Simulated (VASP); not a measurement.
# Al (I4/mmm) in VASP: single point with PBE

Aim: the single point of Al with PBE.

All numbers are computed with VASP 6.6.1; they aren't measurements. Logs are shortened: lines on timing, memory, paths and dates and some standing lists are left out, and cuts for length are marked.

## (1) The cell of the first run

Symmetry: I4/mmm, No. 139, tetragonal system. The conventional cell has a = 2.852 Å, b = 2.852 Å, c = 3.791 Å, α = 90.00°, β = 90.00°, γ = 90.00°. Al (site symmetry 4/mmm) has 12 Al at 2.77 to 2.85 Å within 3.6 Å.

## (2) Single point, PBE (strained)

INCAR

```
PREC = Accurate
ENCUT = 520
EDIFF = 1E-6
ISMEAR = 0
SIGMA = 0.1
LREAL = False
LASPH = True
NELM = 80
ALGO = Fast
ISIF = 2
LWAVE = False
LCHARG = False
GGA = PE
NBANDS = 8
```

KPOINTS

```
Automatic mesh
0
Gamma
  16 16 16
```

POSCAR

```
Al
1.0
    0.0000000000      1.8955179894      2.0169567894
    2.0169567894      0.0000000000      2.0169567894
    2.0169567894      1.8955179894      0.0000000000
Al
1
Direct
    0.0000000000      0.0000000000      0.0000000000
```

Potentials or basis: VASP PAW PBE potentials, release 64 (Al).

Launch:

```console
$ cat potpaw_PBE.64/Al/POTCAR > POTCAR
$ mpirun -np 1 vasp_std > vasp.out
```

OUTCAR:

```text
PREC = Accurate
   ENCUT = 520
   EDIFF = 1E-6
   ISMEAR = 0
   LREAL = False
   LASPH = True
   NELM = 80
   ISIF = 2
   GGA = PE

 ion  position               nearest neighbor table
   1  0.000  0.000  0.000-

  LATTYP: Found a body centered tetragonal cell.
 ALAT       =     2.8524076463
 C/A-ratio  =     1.3290652841

  Lattice vectors:

 A1 = (   0.0000000000,  -1.8955179894,   2.0169567894)
 A2 = (   0.0000000000,  -1.8955179894,  -2.0169567894)
 A3 = (   2.0169567894,   1.8955179894,   0.0000000000)

Analysis of symmetry for initial positions (statically):
=====================================================================
 Subroutine PRICEL returns:
 Original cell was already a primitive cell.

 Routine SETGRP: Setting up the symmetry group for a
 body centered tetragonal supercell.

 Subroutine GETGRP returns: Found 16 space group operations
 (whereof 16 operations were pure point group operations)
 out of a pool of 16 trial point group operations.

The static configuration has the point symmetry D_4h.

Analysis of symmetry for dynamics (positions and initial velocities):
=====================================================================
 Subroutine PRICEL returns:
 Original cell was already a primitive cell.

 Routine SETGRP: Setting up the symmetry group for a
 body centered tetragonal supercell.

 Subroutine GETGRP returns: Found 16 space group operations
 (whereof 16 operations were pure point group operations)
 out of a pool of 16 trial point group operations.

The dynamic configuration has the point symmetry D_4h.

 Subroutine INISYM returns: Found 16 space group operations
 (whereof 16 operations are pure point group operations),
 and found     1 'primitive' translations

----------------------------------------------------------------------------------------

                                     Primitive cell

  volume of cell :      15.4224

  direct lattice vectors                    reciprocal lattice vectors
     0.000000000  1.895517989  2.016956789    -0.247898221  0.263780140  0.247898221
     2.016956789  0.000000000  2.016956789     0.247898221 -0.263780140  0.247898221
     2.016956789  1.895517989  0.000000000     0.247898221  0.263780140 -0.247898221

  length of vectors
     2.767869784  2.852407646  2.767869784     0.438733425  0.438733425  0.438733425

  position of ions in fractional coordinates (direct lattice)
     0.000000000  0.000000000  0.000000000

  ion indices of the primitive-cell ions
   primitive index   ion index
                 1           1

----------------------------------------------------------------------------------------

 KPOINTS: Automatic mesh

Automatic generation of k-mesh.
 Grid dimensions read from file:
 generate k-points for:   16   16   16

 Generating k-lattice:

  Cartesian coordinates                     Fractional coordinates (reciprocal lattice)
    -0.015493639  0.016486259  0.015493639     0.062500000  0.000000000  0.000000000
     0.015493639 -0.016486259  0.015493639     0.000000000  0.062500000  0.000000000
     0.015493639  0.016486259 -0.015493639     0.000000000  0.000000000  0.062500000

  Length of vectors
     0.027420839  0.027420839  0.027420839

  Shift w.r.t. Gamma in fractional coordinates (k-lattice)
     0.000000000  0.000000000  0.000000000

 Subroutine IBZKPT returns following result:
 ===========================================

 Found    349 irreducible k-points:

 Following reciprocal coordinates:
            Coordinates               Weight
  0.000000  0.000000  0.000000      1.000000
  0.062500  0.000000 -0.000000      8.000000
  0.125000  0.000000 -0.000000      8.000000
  0.187500  0.000000 -0.000000      8.000000
  0.250000  0.000000 -0.000000      8.000000
  0.312500  0.000000  0.000000      8.000000
[... 16 lines left out ...]
 -0.125000  0.062500  0.000000     16.000000
 -0.062500  0.062500  0.000000      8.000000
 [... further k-points ...]
   k-points           NKPTS =    349   k-points in BZ     NKDIM =    349   number of bands    NBANDS=      8
   number of dos      NEDOS =    301   number of ions     NIONS =      1
   total plane-waves  NPLWV =  13824
   dimension x,y,z NGX =    24 NGY =   24 NGZ =   24
   dimension x,y,z NGXF=    48 NGYF=   48 NGZF=   48
   ions per type =               1
   NGX,Y,Z   is equivalent  to a cutoff of  14.42, 13.99, 14.42 a.u.
   NGXF,Y,Z  is equivalent  to a cutoff of  28.83, 27.98, 28.83 a.u.
 SYSTEM =  unknown system
   PREC   = accura    normal or accurate (medium, high low for compatibility)
   ISTART =      0    job   : 0-new  1-cont  2-samecut
   ICHARG =      2    charge: 1-file 2-atom 10-const
   ISPIN  =      1    spin polarized calculation?
   LNONCOLLINEAR =      F non collinear calculations
   LSORBIT =      F    spin-orbit coupling
   LASPH  =      T    aspherical Exc in radial PAW
   ENCUT  =  520.0 eV  38.22 Ry    6.18 a.u.   5.15  5.30  5.15*2*pi/ulx,y,z
   NELM   =     80;   NELMIN=  2; NELMDL= -5     # of ELM steps
   EDIFF  = 0.1E-05   stopping-criterion for ELM
   LREAL  =      F    real-space projection
   EDIFFG = 0.1E-04   stopping-criterion for IOM
   NSW    =      0    number of steps for IOM
   IBRION =     -1    ionic relax: 0-MD 1-quasi-New 2-CG
   NFREE  =      0    steps in history (QN), initial steepest desc. (CG)
   ISIF   =      2    stress and relaxation
   ISYM   =      2    0-nonsym 1-usesym 2-fastsym
   POTIM  = 0.5000    time-step for ionic-motion
   TEBEG  =    0.0;   TEEND  =   0.0 temperature during run
   PSTRESS=    0.0 pullay stress
   NELECT =       3.0000    total number of electrons
   NUPDOWN=      -1.0000    fix difference up-down
   EMIN   =  10.00;   EMAX   =-10.00  energy-range for DOS
   EFERMI =   0.00;   METHOD = LEGACY
   ISMEAR =     0;   SIGMA  =   0.10  broadening in eV -4-tet -1-fermi 0-gaus
   EFERMI_NEDOS =   21; number of points for ismear=-14 and -15
   IALGO  =     68    algorithm
   IMIX   =      4    mixing-type and parameters
     AMIX     =   0.40;   BMIX     =  1.00
     AMIX_MAG =   1.60;   BMIX_MAG =  1.00
  volume/ion in A,a.u.               =      15.42       104.08
  Fermi-wavevector in a.u.,A,eV,Ry     =   0.948560  1.792519 12.242065  0.899766
  Thomas-Fermi vector in A             =   2.076760
   LORBIT       =      0    0 simple, 1 ext, 2 COOP (PROOUT), +10 PAW based schemes
   GGA     = PE    functional components
   LHFCALC =     F    Hartree Fock is set to
   AEXX    =    0.0000 exact exchange contribution
   IVDW    =     0    specifies the selected vdW correction
   LEPSILON=     F    determine dielectric tensor
   LRPA    =     F    only Hartree local field effects (RPA)
 non-spin polarized calculation
 RMM-DIIS sequential band-by-band and
 Gauss-broadening in eV      SIGMA  =   0.10
  energy-cutoff  :      520.00
  volume of cell :       15.42
 maximum number of plane-waves:       435
 NGX is ok and might be reduce to    24
   NGX = 11   NGY = 11   NGZ = 11

 number of electron       3.0000000 magnetization

 Free energy of the ion-electron system (eV)
  ---------------------------------------------------
  ext. energy  EPLUGINS =         0.00000000
  ---------------------------------------------------
  free energy    TOTEN  =        -3.71960421 eV

  energy without entropy =       -3.71714974  energy(sigma->0) =       -3.71837698

 E-fermi :   8.7115     XC(G=0): -10.4433

 val. band max:        8.7083724415   @ k =   0.4375  -0.1875   0.3125
 cond. band min:       8.7117607769   @ k =  -0.3750   0.3750   0.0625
 fundamental gap:      0.0033883354
 Fermi energy:         8.7114637025

 k-point     1 :       0.0000    0.0000    0.0000
  band No.  band energies     occupation
      1      -2.8859      2.00000
      2      21.5493      0.00000
      3      21.5493      0.00000
      4      22.2298      0.00000
      5      23.6315      0.00000
      6      23.8468      0.00000
      7      23.8468      0.00000
      8      25.7517      0.00000

 k-point     2 :       0.0625    0.0000   -0.0000
  band No.  band energies     occupation
      1      -2.7746      2.00000
      2      19.9731      0.00000
      3      21.2147      0.00000
      4      21.7315      0.00000
      5      24.1009      0.00000
      6      24.3409      0.00000
      7      24.3441      0.00000
      8      26.9544      0.00000

 k-point     3 :       0.1250    0.0000   -0.0000
  band No.  band energies     occupation
      1      -2.4415      2.00000
      2      17.3934      0.00000
      3      20.6231      0.00000
      4      21.2148      0.00000
      5      24.1966      0.00000
      6      25.1440      0.00000
      7      25.1584      0.00000
      8      26.1442      0.00000

 k-point     4 :       0.1875    0.0000   -0.0000
  band No.  band energies     occupation
      1      -1.8881      2.00000
      2      14.8042      0.00000
      3      20.0955      0.00000
      4      20.8054      0.00000
      5      23.9783      0.00000
      6      24.2749      0.00000
      7      25.7425      0.00000
      8      26.8241      0.00000

 k-point     5 :       0.2500    0.0000   -0.0000
  band No.  band energies     occupation
      1      -1.1172      2.00000
      2      12.3279      0.00000
      3      19.7125      0.00000
      4      20.5454      0.00000
      5      23.0988      0.00000
      6      23.7920      0.00000
      7      24.7051      0.00000
      8      28.1181      0.00000
[... 177 lines left out ...]
 k-point    22 :      -0.1875    0.0625    0.0000
  band No.  band energies     occupation
      1      -1.5386      2.00000
      2      13.9608      0.00000
      3      18.1003      0.00000
      4      21.8053      0.00000
      5      23.4038      0.00000
      6      24.7929      0.00000
      7      25.8531      0.00000
      8      26.2968      0.00000

 k-point    23 :      -0.1250    0.0625    0.0000
  band No.  band energies     occupation
      1      -2.1705      2.00000
      2      16.4820      0.00000
      3      18.6448      0.00000
      4      22.1030      0.00000
      5      24.3683      0.00000
      6      24.8654      0.00000
      7      25.0608      0.00000
      8      26.4303      0.00000

 k-point    24 :      -0.0625    0.0625    0.0000
  band No.  band energies     occupation
      1      -2.5832      2.00000
      2      18.8552      0.00000
      3      19.5274      0.00000
      4      22.1798      0.00000
      5      23.8896      0.00000
      6      24.7689      0.00000
      7      25.2708      0.00000
      8      26.2506      0.00000

 [... further k-points ...]
[... 5 lines left out ...]
  --------------------------------------------------------------------------------------
  -------------------------------------------------------------------------------------
  Total        0.4681384      0.9315478      0.4681384      0.0000000      0.0000000      0.0000000
  in kB       48.6332979     96.7753261     48.6332979      0.0000000      0.0000000      0.0000000
  external PRESSURE =      64.6806406 kB  Pullay stress =       0.0000000 kB

 VOLUME and BASIS-vectors are now :
 -----------------------------------------------------------------------------
  energy-cutoff  :      520.00
  volume of cell :       15.42
      direct lattice vectors                 reciprocal lattice vectors
     0.000000000  1.895517989  2.016956789    -0.247898221  0.263780140  0.247898221
     2.016956789  0.000000000  2.016956789     0.247898221 -0.263780140  0.247898221
     2.016956789  1.895517989  0.000000000     0.247898221  0.263780140 -0.247898221

 POSITION                                       TOTAL-FORCE (eV/Angst)
 -----------------------------------------------------------------------------------
      0.00000      0.00000      0.00000         0.000000      0.000000      0.000000
 -----------------------------------------------------------------------------------
    total drift:                                0.000000      0.000000      0.000000

  FREE ENERGIE OF THE ION-ELECTRON SYSTEM (eV)
  ---------------------------------------------------
  free  energy   TOTEN  =        -3.7196042141 eV

  energy  without entropy=       -3.7171497389  energy(sigma->0) =       -3.71837698
```

Run time: 36 s. Hardware: 1 thread of Intel Xeon Platinum 8259CL at 2.50GHz (Skylake/Cascade Lake), shared host; peak memory 0.16 GiB.

Results:

```
Free energy : -3.7196 eV
Pressure    : 6.5 GPa
```

Stress tensor (GPa, compression positive):
```
4.86 0.00 0.00
0.00 9.68 0.00
0.00 0.00 4.86
```

Levels at points of the mesh, in eV from the Fermi level:
| k point | band 1 | band 2 | band 3 | band 4 | band 5 | band 6 |
| --- | --- | --- | --- | --- | --- | --- |
| (0.00, 0.00, 0.00) | -11.60 | 12.84 | 12.84 | 13.52 | 14.92 | 15.14 |
| (0.50, 0.00, 0.00) | -4.85 | -4.44 | 11.08 | 11.39 | 12.37 | 12.59 |
| (0.50, 0.50, 0.00) | -3.38 | -2.04 | 5.59 | 6.17 | 6.58 | 10.14 |
| (0.50, 0.00, 0.50) | -2.40 | -0.73 | 4.80 | 5.15 | 5.15 | 8.99 |

Caveat: the cell differs from its parent crystal (strained).
